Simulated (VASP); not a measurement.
Write the native input for VASP 6.6.1 that does the following.

```
Task                   : single point
Functional             : PBE
Potentials or basis    : VASP PAW PBE potentials, release 64 (Ga_d, O)
Cutoff                 : 520 eV
k mesh                 : 6 × 6 × 6
Occupations            : gaussian, width 0.1 eV
Spin                   : no spin polarisation
Dipole correction      : no
Further INCAR settings : ALGO = Normal; EDIFF = 1e-06; NBANDS = 16
```

The structure of GaO lies in POSCAR:

```
GaO
1.0
    2.7501261100      0.0000000000      0.0000000000
    0.0000000000      2.7501261100      0.0000000000
    0.0000000000      0.0000000000      3.3710823300
Ga O
1 1
Direct
    0.5000000000      0.5000000000      0.5000000000
    0.0000000000      0.0000000000      0.0000000000
```

These files were run (other wordings do the same):

INCAR

```
  PREC = Accurate
  ENCUT = 520
  EDIFF = 1E-6
  ISMEAR = 0
  SIGMA = 0.1
  LREAL = F
  LASPH = T
  NELM = 60
  ALGO = Normal
  ISIF = 2
  LWAVE = F
  LCHARG = T
  GGA = PE
  LELF = T
  LVHAR = T
  NBANDS = 16
```

KPOINTS

```
Automatic mesh
0
Gamma
  6 6 6
```

Potentials or basis: VASP PAW PBE potentials, release 64 (Ga_d, O).

Launch:

```bash
$ cat potpaw_PBE.64/Ga_d/POTCAR potpaw_PBE.64/O/POTCAR > POTCAR
$ mpirun -np 1 vasp_std > vasp.out
```

Results of the run:

```json
{
  "Pressure": "-9.9 GPa"
}
```

Caveat: the k points lie up to 0.38 Å⁻¹ apart; an odd number of electrons without spin polarisation forces a metal; a magnetic or distorted state may lie lower.

Run time: 8.3 s on 1 thread of Intel(R) Xeon(R) 6975P-C (Granite Rapids), on a shared host, peak memory 0.14 GiB.
